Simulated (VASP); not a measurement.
Input of a VASP 6.6.1 run:

Contents of INCAR:

```
SYSTEM = BN
  ALGO = Normal
  EDIFF = 1E-6
  ENCUT = 520
  GGA = PE
  ISIF = 2
  ISMEAR = 0
  LASPH = .TRUE.
  LCHARG = .FALSE.
  LREAL = .FALSE.
  LWAVE = .FALSE.
  NBANDS = 26
  NELM = 60
  PREC = Accurate
  SIGMA = 0.05
```

The input KPOINTS:

```
k-points
0
G
  6 6 10
  0 0 0
```

Contents of POSCAR:

```
BN
1.0
    4.4890000000      0.0000000000      0.0000000000
    0.0000000000      4.4890000000      0.0000000000
    0.0000000000      0.0000000000      2.6257000000
B N
4 4
Direct
    0.1742811368      0.8257188632      0.5000000000
    0.3257188632      0.3257188632      0.0000000000
    0.6742811368      0.6742811368      0.0000000000
    0.8257188632      0.1742811368      0.5000000000
    0.8126115048      0.8126115048      0.5000000000
    0.3126115048      0.6873884952      0.0000000000
    0.6873884952      0.3126115048      0.0000000000
    0.1873884952      0.1873884952      0.5000000000
```

Potentials or basis: VASP PAW PBE potentials, release 64 (B, N).

The run is started by

```sh
$ cat potpaw_PBE.64/B/POTCAR potpaw_PBE.64/N/POTCAR > POTCAR
$ mpirun -np 1 vasp_std > vasp.out
```

Task: Estimate the largest force.

Result: 0.024 eV/Å.

Task: What does it give for the band gap on the k mesh?

Result: 4.82 eV, indirect (least direct gap 5.82 eV).

Forces in eV/Å, atoms in the order of the input:
```
B    0.015 -0.015  0.000
B   -0.015 -0.015  0.000
B    0.015  0.015  0.000
B   -0.015  0.015  0.000
N    0.017  0.017  0.000
N    0.017 -0.017  0.000
N   -0.017  0.017  0.000
N   -0.017 -0.017  0.000
```

A k mesh can miss the band edges.
